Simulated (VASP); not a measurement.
Input of a VASP 6.6.1 run:

The input INCAR:

```
ALGO = Normal
EDIFF = 1E-7
ENCUT = 520
GGA = PS
ISIF = 2
ISMEAR = 0
LASPH = True
LCHARG = False
LREAL = False
LWAVE = False
NBANDS = 24
NELM = 80
PREC = Accurate
SIGMA = 0.05
```

KPOINTS

```
k-points
0
Gamma
  10 10 6
```

Contents of POSCAR:

```
SrO
1.0
    3.5116811436      0.0000000000      0.0000000000
   -1.7558405718      3.0412050803      0.0000000000
    0.0000000000      0.0000000000      6.1755170877
Sr O
2 2
Direct
    0.0000000000      0.0000000000      0.0000000000
    0.0000000000      0.0000000000      0.5000000000
    0.3333333333      0.6666666667      0.2500000000
    0.6666666667      0.3333333333      0.7500000000
```

Potentials or basis: VASP PAW PBE potentials, release 64 (Sr_sv, O).

Command:

```console
$ cat potpaw_PBE.64/Sr_sv/POTCAR potpaw_PBE.64/O/POTCAR > POTCAR
$ mpirun -np 1 vasp_std > vasp.out
```

Question: What does it give for the band gap on the k mesh?

Answer: 3.37 eV, direct.

Question: Estimate the pressure.

Answer: 2.7 GPa.

Stress tensor (GPa, compression positive):
```
2.59 0.00 0.00
0.00 2.59 0.00
0.00 0.00 2.82
```

Caveat: the PAW data sets were made with another functional, which shifts forces and pressure a little. A k mesh can miss the band edges.
